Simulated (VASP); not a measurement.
# Br (Fm-3m) in VASP: further runs

The runs below take Br through single point, with LDA.

Everything below comes from runs of VASP 6.6.1. Logs are shortened: lines on timing, memory, paths and dates and some standing lists are left out, and cuts for length are marked.

## (1) The cell of the first run

The structure is cubic, space group Fm-3m (No. 225). Conventional cell: a = 3.762 Å, b = 3.762 Å, c = 3.762 Å, α = 90.00°, β = 90.00°, γ = 90.00°. Within 3.5 Å of Br (site symmetry m-3m) lie 12 Br at 2.66 Å.

## (2) Single point, LDA (volume scaled by 0.58)

File INCAR:

```
ALGO = Normal
EDIFF = 1E-6
ENCUT = 520
ISIF = 2
ISMEAR = -1
LASPH = T
LCHARG = F
LREAL = F
LWAVE = F
NBANDS = 10
NELM = 60
PREC = Accurate
SIGMA = 0.1
```

File KPOINTS:

```
k-points
0
Gamma
  14 14 14
```

File POSCAR:

```
Br
1.0
    0.0000000000      1.8809793870      1.8809793870
    1.8809793870      0.0000000000      1.8809793870
    1.8809793870      1.8809793870      0.0000000000
Br
1
Direct
    0.0000000000      0.0000000000      0.0000000000
```

Potentials or basis: VASP PAW LDA potentials, release 64 (Br).

The run is started by

```bash
> cat potpaw_LDA.64/Br/POTCAR > POTCAR
> mpirun -np 1 vasp_std > vasp.out
```

OUTCAR:

```text
EDIFF = 1E-6
   ENCUT = 520
   ISIF = 2
   ISMEAR = -1
   LASPH = T
   LREAL = F
   NELM = 60
   PREC = Accurate

 ion  position               nearest neighbor table
   1  0.000  0.000  0.000-

  LATTYP: Found a face centered cubic cell.
 ALAT       =     3.7619587740

  Lattice vectors:

 A1 = (   0.0000000000,   1.8809793870,   1.8809793870)
 A2 = (   1.8809793870,   0.0000000000,   1.8809793870)
 A3 = (   1.8809793870,   1.8809793870,   0.0000000000)

Analysis of symmetry for initial positions (statically):
=====================================================================
 Subroutine PRICEL returns:
 Original cell was already a primitive cell.

 Routine SETGRP: Setting up the symmetry group for a
 face centered cubic supercell.

 Subroutine GETGRP returns: Found 48 space group operations
 (whereof 48 operations were pure point group operations)
 out of a pool of 48 trial point group operations.

The static configuration has the point symmetry O_h .

Analysis of symmetry for dynamics (positions and initial velocities):
=====================================================================
 Subroutine PRICEL returns:
 Original cell was already a primitive cell.

 Routine SETGRP: Setting up the symmetry group for a
 face centered cubic supercell.

 Subroutine GETGRP returns: Found 48 space group operations
 (whereof 48 operations were pure point group operations)
 out of a pool of 48 trial point group operations.

The dynamic configuration has the point symmetry O_h .

 Subroutine INISYM returns: Found 48 space group operations
 (whereof 48 operations are pure point group operations),
 and found     1 'primitive' translations

----------------------------------------------------------------------------------------

                                     Primitive cell

  volume of cell :      13.3101

  direct lattice vectors                    reciprocal lattice vectors
     0.000000000  1.880979387  1.880979387    -0.265818968  0.265818968  0.265818968
     1.880979387  0.000000000  1.880979387     0.265818968 -0.265818968  0.265818968
     1.880979387  1.880979387  0.000000000     0.265818968  0.265818968 -0.265818968

  length of vectors
     2.660106560  2.660106560  2.660106560     0.460411959  0.460411959  0.460411959

  position of ions in fractional coordinates (direct lattice)
     0.000000000  0.000000000  0.000000000

  ion indices of the primitive-cell ions
   primitive index   ion index
                 1           1

----------------------------------------------------------------------------------------

 KPOINTS: k-points

Automatic generation of k-mesh.
 Grid dimensions read from file:
 generate k-points for:   14   14   14

 Generating k-lattice:

  Cartesian coordinates                     Fractional coordinates (reciprocal lattice)
    -0.018987069  0.018987069  0.018987069     0.071428571  0.000000000  0.000000000
     0.018987069 -0.018987069  0.018987069     0.000000000  0.071428571  0.000000000
     0.018987069  0.018987069 -0.018987069     0.000000000  0.000000000  0.071428571

  Length of vectors
     0.032886568  0.032886568  0.032886568

  Shift w.r.t. Gamma in fractional coordinates (k-lattice)
     0.000000000  0.000000000  0.000000000

 Subroutine IBZKPT returns following result:
 ===========================================

 Found    104 irreducible k-points:

 Following reciprocal coordinates:
            Coordinates               Weight
  0.000000  0.000000  0.000000      1.000000
  0.071429  0.000000  0.000000      8.000000
  0.142857  0.000000  0.000000      8.000000
  0.214286  0.000000  0.000000      8.000000
  0.285714  0.000000  0.000000      8.000000
  0.357143  0.000000  0.000000      8.000000
[... 16 lines left out ...]
  0.214286  0.142857  0.000000     24.000000
  0.285714  0.142857  0.000000     24.000000
 [... further k-points ...]
   k-points           NKPTS =    104   k-points in BZ     NKDIM =    104   number of bands    NBANDS=     10
   number of dos      NEDOS =    301   number of ions     NIONS =      1
   total plane-waves  NPLWV =   8000
   dimension x,y,z NGX =    20 NGY =   20 NGZ =   20
   dimension x,y,z NGXF=    40 NGYF=   40 NGZF=   40
   ions per type =               1
   NGX,Y,Z   is equivalent  to a cutoff of  12.50, 12.50, 12.50 a.u.
   NGXF,Y,Z  is equivalent  to a cutoff of  25.00, 25.00, 25.00 a.u.
 SYSTEM =  unknown system
   PREC   = accura    normal or accurate (medium, high low for compatibility)
   ISTART =      0    job   : 0-new  1-cont  2-samecut
   ICHARG =      2    charge: 1-file 2-atom 10-const
   ISPIN  =      1    spin polarized calculation?
   LNONCOLLINEAR =      F non collinear calculations
   LSORBIT =      F    spin-orbit coupling
   LASPH  =      T    aspherical Exc in radial PAW
   ENCUT  =  520.0 eV  38.22 Ry    6.18 a.u.   4.95  4.95  4.95*2*pi/ulx,y,z
   NELM   =     60;   NELMIN=  2; NELMDL= -5     # of ELM steps
   EDIFF  = 0.1E-05   stopping-criterion for ELM
   LREAL  =      F    real-space projection
   EDIFFG = 0.1E-04   stopping-criterion for IOM
   NSW    =      0    number of steps for IOM
   IBRION =     -1    ionic relax: 0-MD 1-quasi-New 2-CG
   NFREE  =      0    steps in history (QN), initial steepest desc. (CG)
   ISIF   =      2    stress and relaxation
   ISYM   =      2    0-nonsym 1-usesym 2-fastsym
   POTIM  = 0.5000    time-step for ionic-motion
   TEBEG  =    0.0;   TEEND  =   0.0 temperature during run
   PSTRESS=    0.0 pullay stress
   NELECT =       7.0000    total number of electrons
   NUPDOWN=      -1.0000    fix difference up-down
   EMIN   =  10.00;   EMAX   =-10.00  energy-range for DOS
   EFERMI =   0.00;   METHOD = LEGACY
   ISMEAR =    -1;   SIGMA  =   0.10  broadening in eV -4-tet -1-fermi 0-gaus
   EFERMI_NEDOS =   21; number of points for ismear=-14 and -15
   IALGO  =     38    algorithm
   IMIX   =      4    mixing-type and parameters
     AMIX     =   0.40;   BMIX     =  1.00
     AMIX_MAG =   1.60;   BMIX_MAG =  1.00
  volume/ion in A,a.u.               =      13.31        89.82
  Fermi-wavevector in a.u.,A,eV,Ry     =   1.321438  2.497156 23.758473  1.746199
  Thomas-Fermi vector in A             =   2.451192
   LORBIT       =      0    0 simple, 1 ext, 2 COOP (PROOUT), +10 PAW based schemes
   GGA     = CA    functional components
   LHFCALC =     F    Hartree Fock is set to
   AEXX    =    0.0000 exact exchange contribution
   IVDW    =     0    specifies the selected vdW correction
   LEPSILON=     F    determine dielectric tensor
   LRPA    =     F    only Hartree local field effects (RPA)
 non-spin polarized calculation
  energy-cutoff  :      520.00
  volume of cell :       13.31
 maximum number of plane-waves:       370
   NGX =  9   NGY =  9   NGZ =  9

 number of electron       7.0000003 magnetization

 Free energy of the ion-electron system (eV)
  ---------------------------------------------------
  ext. energy  EPLUGINS =         0.00000000
  ---------------------------------------------------
  free energy    TOTEN  =         0.08055544 eV

  energy without entropy =        0.09809286  energy(sigma->0) =        0.08932415

 E-fermi :  11.9608     XC(G=0): -12.9051

 val. band max:       11.9605906266   @ k =  -0.2143   0.2857   0.0714
 cond. band min:      11.9902337733   @ k =  -0.2857   0.0714   0.0000
 fundamental gap:      0.0296431468
 Fermi energy:        11.9607610727

 k-point     1 :       0.0000    0.0000    0.0000
  band No.  band energies     occupation
      1     -10.5777      2.00000
      2      14.9341      0.00000
      3      14.9341      0.00000
      4      14.9341      0.00000
      5      24.3102      0.00000
      6      24.3102      0.00000
      7      24.3102      0.00000
      8      27.0875      0.00000
      9      28.4849      0.00000
     10      31.9279      0.00000

 k-point     2 :       0.0714    0.0000    0.0000
  band No.  band energies     occupation
      1     -10.4297      2.00000
      2      13.8665      0.00000
      3      14.7857      0.00000
      4      14.7857      0.00000
      5      23.7946      0.00000
      6      24.6099      0.00000
      7      24.6099      0.00000
      8      27.6625      0.00000
      9      29.8634      0.00000
     10      30.9357      0.00000

 k-point     3 :       0.1429    0.0000    0.0000
  band No.  band energies     occupation
      1      -9.9886      2.00000
      2      11.4267      1.99046
      3      14.4136      0.00000
      4      14.4136      0.00000
      5      22.9439      0.00000
      6      25.2519      0.00000
      7      25.2519      0.00000
      8      29.0167      0.00000
      9      29.6332      0.00000
     10      29.6332      0.00000

 k-point     4 :       0.2143    0.0000    0.0000
  band No.  band energies     occupation
      1      -9.2641      2.00000
      2       8.5725      2.00000
      3      13.9602      0.00000
      4      13.9602      0.00000
      5      22.2247      0.00000
      6      25.3471      0.00000
      7      25.3471      0.00000
      8      29.6049      0.00000
      9      29.6049      0.00000
     10      29.8001      0.00000

 k-point     5 :       0.2857    0.0000    0.0000
  band No.  band energies     occupation
      1      -8.2804      2.00000
      2       5.7520      2.00000
      3      13.5385      0.00000
      4      13.5385      0.00000
      5      21.7065      0.00000
      6      24.6195      0.00000
      7      24.6195      0.00000
      8      28.8715      0.00000
      9      31.1602      0.00000
     10      31.1602      0.00000

 k-point     6 :       0.3571    0.0000    0.0000
  band No.  band energies     occupation
      1      -7.1001      2.00000
      2       3.1947      2.00000
      3      13.2118      0.00001
      4      13.2118      0.00001
      5      21.3788      0.00000
      6      23.8249      0.00000
      7      23.8249      0.00000
      8      27.8552      0.00000
      9      33.5008      0.00000
     10      33.5008      0.00000
[... 183 lines left out ...]
 k-point    21 :      -0.0714    0.0714    0.0000
  band No.  band energies     occupation
      1     -10.1840      2.00000
      2      12.8154      0.00039
      3      13.7490      0.00000
      4      14.9056      0.00000
      5      23.3880      0.00000
      6      24.7000      0.00000
      7      25.2641      0.00000
      8      28.2629      0.00000
      9      29.1570      0.00000
     10      31.1346      0.00000

 k-point    22 :       0.1429    0.1429    0.0000
  band No.  band energies     occupation
      1      -9.7913      2.00000
      2      12.5445      0.00582
      3      13.1190      0.00002
      4      13.1190      0.00002
      5      21.0766      0.00000
      6      24.9368      0.00000
      7      27.1470      0.00000
      8      27.1470      0.00000
      9      30.7881      0.00000
     10      32.6597      0.00000

 k-point    23 :       0.2143    0.1429    0.0000
  band No.  band energies     occupation
      1      -9.2572      2.00000
      2      10.4516      2.00000
      3      12.4818      0.01086
      4      12.8664      0.00023
      5      20.6807      0.00000
      6      23.4546      0.00000
      7      27.5900      0.00000
      8      28.0979      0.00000
      9      32.6433      0.00000
     10      32.6539      0.00000

 k-point    24 :       0.2857    0.1429    0.0000
  band No.  band energies     occupation
      1      -8.4486      2.00000
      2       7.8244      2.00000
      3      11.9993      0.80963
      4      12.3006      0.06468
      5      20.6851      0.00000
      6      23.0609      0.00000
      7      27.4837      0.00000
      8      27.9774      0.00000
      9      33.4734      0.00000
     10      33.7092      0.00000

 [... further k-points ...]

------------------------ aborting loop because EDIFF is reached ----------------------------------------

  FORCE on cell =-STRESS in cart. coord.  units (eV):
  Direction    XX          YY          ZZ          XY          YZ          ZX
  --------------------------------------------------------------------------------------
  -------------------------------------------------------------------------------------
  Total        7.9498732      7.9498732      7.9498732      0.0000000     -0.0000000      0.0000000
  in kB      956.9487478    956.9487478    956.9487478      0.0000000     -0.0000000      0.0000000
  external PRESSURE =     956.9487478 kB  Pullay stress =       0.0000000 kB

 VOLUME and BASIS-vectors are now :
 -----------------------------------------------------------------------------
  energy-cutoff  :      520.00
  volume of cell :       13.31
      direct lattice vectors                 reciprocal lattice vectors
     0.000000000  1.880979387  1.880979387    -0.265818968  0.265818968  0.265818968
     1.880979387  0.000000000  1.880979387     0.265818968 -0.265818968  0.265818968
     1.880979387  1.880979387  0.000000000     0.265818968  0.265818968 -0.265818968

 POSITION                                       TOTAL-FORCE (eV/Angst)
 -----------------------------------------------------------------------------------
      0.00000      0.00000      0.00000         0.000000      0.000000      0.000000
 -----------------------------------------------------------------------------------
    total drift:                                0.000000      0.000000     -0.000000

  FREE ENERGIE OF THE ION-ELECTRON SYSTEM (eV)
  ---------------------------------------------------
  free  energy   TOTEN  =         0.0805554362 eV

  energy  without entropy=        0.0980928630  energy(sigma->0) =        0.08932415
```

Run time: 6.5 s. Hardware: 1 thread of Intel Xeon 6975P-C, shared host; peak memory 0.13 GiB.

What came out:

| Item | Value |
| --- | --- |
| Free energy | 0.0806 eV |
| Pressure | 95.7 GPa |

Levels at points of the mesh, in eV from the Fermi level:
```
           k point  band 2  band 3  band 4  band 5  band 6  band 7
(0.00, 0.00, 0.00)    2.97    2.97    2.97   12.35   12.35   12.35
(0.50, 0.00, 0.00)  -11.68    0.98    0.98    9.20   11.14   11.14
(0.50, 0.50, 0.00)  -10.42   -3.05   -3.05    3.55    4.19   26.85
```

Caveat: an odd number of electrons without spin polarisation forces a metal; a magnetic or distorted state may lie lower.

## (3) Single point, LDA (volume scaled by 0.68)

File INCAR:

```
SYSTEM = Br
PREC = Accurate
ENCUT = 520
EDIFF = 1E-6
ISMEAR = -1
SIGMA = 0.1
LREAL = .FALSE.
LASPH = .TRUE.
NELM = 80
ALGO = Normal
ISIF = 2
LWAVE = .FALSE.
LCHARG = .TRUE.
LELF = .TRUE.
LVHAR = .TRUE.
NBANDS = 10
```

File KPOINTS:

```
Automatic mesh
0
G
  14 14 14
  0 0 0
```

File POSCAR:

```
Br
1.0
    0.0000000000      1.9834031989      1.9834031989
    1.9834031989      0.0000000000      1.9834031989
    1.9834031989      1.9834031989      0.0000000000
Br
1
Direct
    0.0000000000      0.0000000000      0.0000000000
```

Potentials or basis: VASP PAW LDA potentials, release 64 (Br).

The run is started by

```bash
> cat potpaw_LDA.64/Br/POTCAR > POTCAR
> mpirun -np 1 vasp_std > vasp.out
```

It took 6.9 s on 1 thread of Intel Xeon 6975P-C, shared host; peak memory 0.14 GiB.

It converged, with:

```
Free energy : -0.9014 eV
Pressure    : 47.0 GPa
```

Levels at points of the mesh, in eV from the Fermi level:
| k point | band 2 | band 3 | band 4 | band 5 | band 6 | band 7 |
| --- | --- | --- | --- | --- | --- | --- |
| (0.00, 0.00, 0.00) | 2.27 | 2.27 | 2.27 | 12.45 | 12.45 | 12.45 |
| (0.50, 0.00, 0.00) | -9.57 | 0.72 | 0.72 | 8.76 | 11.41 | 11.41 |
| (0.50, 0.50, 0.00) | -8.53 | -2.44 | -2.44 | 4.32 | 5.26 | 25.04 |

Caveat: an odd number of electrons without spin polarisation forces a metal; a magnetic or distorted state may lie lower.

## (4) Single point, LDA (volume scaled by 0.68)

File INCAR:

```
PREC = Accurate ; ENCUT = 520
EDIFF = 1E-6 ; ISMEAR = -1
SIGMA = 0.1 ; LREAL = F
LASPH = T ; NELM = 60
ALGO = Normal ; ISIF = 2
LWAVE = F ; LCHARG = F
GGA = CA ; NBANDS = 10
```

File KPOINTS:

```
regular mesh
0
Gamma
  14 14 14
```

POSCAR is that of step 3.

Potentials or basis: VASP PAW LDA potentials, release 64 (Br).

The run is started by

```bash
> cat potpaw_LDA.64/Br/POTCAR > POTCAR
> mpirun -np 1 vasp_std > vasp.out
```

OUTCAR:

```text
PREC = Accurate
   ENCUT = 520
   EDIFF = 1E-6
   ISMEAR = -1
   LREAL = F
   LASPH = T
   NELM = 60
   ISIF = 2
   GGA = CA

 ion  position               nearest neighbor table
   1  0.000  0.000  0.000-

  LATTYP: Found a face centered cubic cell.
 ALAT       =     3.9668063978

  Lattice vectors:

 A1 = (   0.0000000000,   1.9834031989,   1.9834031989)
 A2 = (   1.9834031989,   0.0000000000,   1.9834031989)
 A3 = (   1.9834031989,   1.9834031989,   0.0000000000)

Analysis of symmetry for initial positions (statically):
=====================================================================
 Subroutine PRICEL returns:
 Original cell was already a primitive cell.

 Routine SETGRP: Setting up the symmetry group for a
 face centered cubic supercell.

 Subroutine GETGRP returns: Found 48 space group operations
 (whereof 48 operations were pure point group operations)
 out of a pool of 48 trial point group operations.

The static configuration has the point symmetry O_h .

Analysis of symmetry for dynamics (positions and initial velocities):
=====================================================================
 Subroutine PRICEL returns:
[... 163 lines left out ...]
  band No.  band energies     occupation
      1     -11.3041      2.00000
      2      11.1911      0.00000
      3      11.1911      0.00000
      4      11.1911      0.00000
      5      21.3712      0.00000
      6      21.3712      0.00000
      7      21.3712      0.00000
      8      21.6470      0.00000
      9      25.6433      0.00000
     10      28.0199      0.00000
[... 287 lines left out ...]
 k-point    24 :       0.2857    0.1429    0.0000
  band No.  band energies     occupation
      1      -9.5384      2.00000
      2       5.2874      2.00000
      3       8.9919      0.66014
      4       9.1441      0.19410
      5      18.0503      0.00000
      6      20.0954      0.00000
      7      23.5058      0.00000
      8      24.3155      0.00000
      9      29.2458      0.00000
     10      29.4356      0.00000

 [... further k-points ...]

------------------------ aborting loop because EDIFF is reached ----------------------------------------

  FORCE on cell =-STRESS in cart. coord.  units (eV):
  Direction    XX          YY          ZZ          XY          YZ          ZX
  --------------------------------------------------------------------------------------
  -------------------------------------------------------------------------------------
  Total        4.5760834      4.5760834      4.5760834      0.0000000      0.0000000      0.0000000
  in kB      469.8308113    469.8308113    469.8308113      0.0000000      0.0000000      0.0000000
  external PRESSURE =     469.8308113 kB  Pullay stress =       0.0000000 kB

 VOLUME and BASIS-vectors are now :
 -----------------------------------------------------------------------------
  energy-cutoff  :      520.00
  volume of cell :       15.60
      direct lattice vectors                 reciprocal lattice vectors
     0.000000000  1.983403199  1.983403199    -0.252091960  0.252091960  0.252091960
     1.983403199  0.000000000  1.983403199     0.252091960 -0.252091960  0.252091960
     1.983403199  1.983403199  0.000000000     0.252091960  0.252091960 -0.252091960

 POSITION                                       TOTAL-FORCE (eV/Angst)
 -----------------------------------------------------------------------------------
      0.00000      0.00000      0.00000        -0.000000     -0.000000     -0.000000
 -----------------------------------------------------------------------------------
    total drift:                                0.000000      0.000000      0.000000

  FREE ENERGIE OF THE ION-ELECTRON SYSTEM (eV)
  ---------------------------------------------------
  free  energy   TOTEN  =        -0.9013665310 eV

  energy  without entropy=       -0.8784005798  energy(sigma->0) =       -0.88988356
```

Run time: 6.2 s. Hardware: 1 thread of Intel Xeon 6975P-C, shared host; peak memory 0.14 GiB.

What came out:

```
Free energy : -0.9014 eV
Pressure    : 47.0 GPa
```

Caveat: an odd number of electrons without spin polarisation forces a metal; a magnetic or distorted state may lie lower.

[end of part 1 of 2]
